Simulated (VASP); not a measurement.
Set up this calculation in VASP 6.6.1, as the native input.

```
Task                   : single point
Functional             : PBE
Potentials or basis    : VASP PAW PBE potentials, release 64 (As, Se)
Cutoff                 : 520 eV
k mesh                 : 10 × 10 × 10
Occupations            : gaussian, width 0.1 eV
Spin                   : no spin polarisation
Dipole correction      : no
Further INCAR settings : ALGO = Normal; EDIFF = 1e-07; NBANDS = 20
```

The structure of AsSe3 lies in POSCAR:

```
AsSe3
1.0
    5.0950336534      0.0000000000      0.0000000000
    0.0000000000      5.0950336534      0.0000000000
    0.0000000000      0.0000000000      5.0950336534
As Se
1 3
Direct
    0.0000000000      0.0000000000      0.0000000000
    0.0000000000      0.0000000000      0.5000000000
    0.0000000000      0.5000000000      0.0000000000
    0.5000000000      0.0000000000      0.0000000000
```

The input as run:

INCAR

```
SYSTEM = AsSe3
PREC = Accurate
ENCUT = 520
EDIFF = 1E-7
ISMEAR = 0
SIGMA = 0.1
LREAL = .False.
LASPH = .True.
NELM = 100
ALGO = Normal
ISIF = 2
LWAVE = .False.
LCHARG = .False.
GGA = PE
NBANDS = 20
```

KPOINTS

```
Automatic mesh
0
Gamma
  10 10 10
  0 0 0
```

Potentials or basis: VASP PAW PBE potentials, release 64 (As, Se).

The run is started by

```console
$ cat potpaw_PBE.64/As/POTCAR potpaw_PBE.64/Se/POTCAR > POTCAR
$ mpirun -np 1 vasp_std > vasp.out
```

It gave:

* Pressure: 0.1 GPa
* Band gap on the k mesh: zero (an odd number of electrons rules out a gap without spin polarisation)

Wall time 3.5 min on 1 thread of AMD EPYC 7R13, on a shared host, peak memory 0.29 GiB.
